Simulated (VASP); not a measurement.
The system is Mg.

```
CELL_PARAMETERS angstrom
4.49486 0.00000 0.00000
-2.24743 3.89266 0.00000
0.00000 0.00000 2.72459
ATOMIC_POSITIONS crystal
Mg 0.33333 0.66667 0.00000
Mg 0.66667 0.33333 0.00000
```

The cell was generated, and may not be a known phase.

- Program: VASP 6.6.1
- Task: relaxation of cell and atoms
- Functional: PBE
- Potentials or basis: VASP PAW PBE potentials, release 64 (Mg_sv)
- Cutoff: 840 eV
- k mesh: 6 × 6 × 6
- Occupations: gaussian, width 0.1 eV
- Spin: no spin polarisation

At the start: pressure 11.3 GPa; volume 23.84 Å³/atom.

Where does the relaxation end?

Over 7 steps the energy falls by 267.0 meV/atom and the volume is 33.41 Å³/atom (+40.2 %); space group P6/mmm (No. 191, to 0.1 Å) before and after.

Step by step:
```
step  energy change (eV)  largest force (eV/Å)  pressure (GPa)  volume (Å³)
   1              0.0000                0.0000           11.35        47.67
   2             -0.4888                0.0000            2.11        60.28
   3             -0.5266                0.0000            0.50        64.73
   4             -0.5306                0.0000            0.02        66.60
   5             -0.5307                0.0000           -0.08        67.06
   6             -0.5332                0.0000           -0.05        66.92
   7             -0.5339                0.0000            0.01        66.82
```

Final structure:
```
Mg
1.0
     5.13513    0.00000    0.00000
    -2.56756    4.44715    0.00000
     0.00000    0.00000    2.92611
Mg
2
Direct
  0.33333 0.66667 0.00000
  0.66667 0.33333 0.00000
```

Caveat: the k points lie up to 0.36 Å⁻¹ apart in the final cell, too coarse for converged energies and pressures of a metal; the volume moved by over 15 % at a fixed basis, so the end points are rough.
